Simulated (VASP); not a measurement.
Pd, 1 atom in the cell. It takes space group Fm-3m (No. 225, cubic). Conventional cell: a = 3.893 Å, b = 3.893 Å, c = 3.893 Å, α = 90.00°, β = 90.00°, γ = 90.00°. Within 3.6 Å of Pd (site symmetry m-3m) lie 12 Pd at 2.75 Å. 

| Property | Result |
| --- | --- |
| Program | VASP 6.6.1 |
| Task | single point |
| Functional | PBEsol |
| Potentials or basis | VASP PAW PBE potentials, release 64 (Pd) |
| Cutoff | 400 eV |
| k mesh | 12 × 12 × 12 |
| Occupations | tetrahedron, width 0.05 eV |
| Spin | no spin polarisation |
| Hubbard terms | Pd d U = 7.0 eV |
| Dipole correction | no |
| k mesh for the DOS | 18 × 18 × 18 |
| Occupations for the DOS | tetrahedron |
| Further INCAR settings | ALGO = Normal; EDIFF = 1e-06 |

Potentials or basis: VASP PAW PBE potentials, release 64 (Pd).

The run is started by

```bash
$ cat potpaw_PBE.64/Pd/POTCAR > POTCAR
$ cp INCAR.step1 INCAR
$ cp KPOINTS.step1 KPOINTS
$ mpirun -np 1 vasp_std > vasp.out
$ cp INCAR.step2 INCAR
$ cp KPOINTS.step2 KPOINTS
$ mpirun -np 1 vasp_std > vasp.out
```

Hardware: 1 thread of Intel(R) Xeon(R) Platinum 8259CL CPU @ 2.50GHz (Skylake/Cascade Lake), with other jobs on the host.

Estimate the wall time of this run.

It took 15 s on 1 thread of Intel(R) Xeon(R) Platinum 8259CL CPU @ 2.50GHz (Skylake/Cascade Lake), on a shared host, peak memory 0.13 GiB. Counts: k points 195.
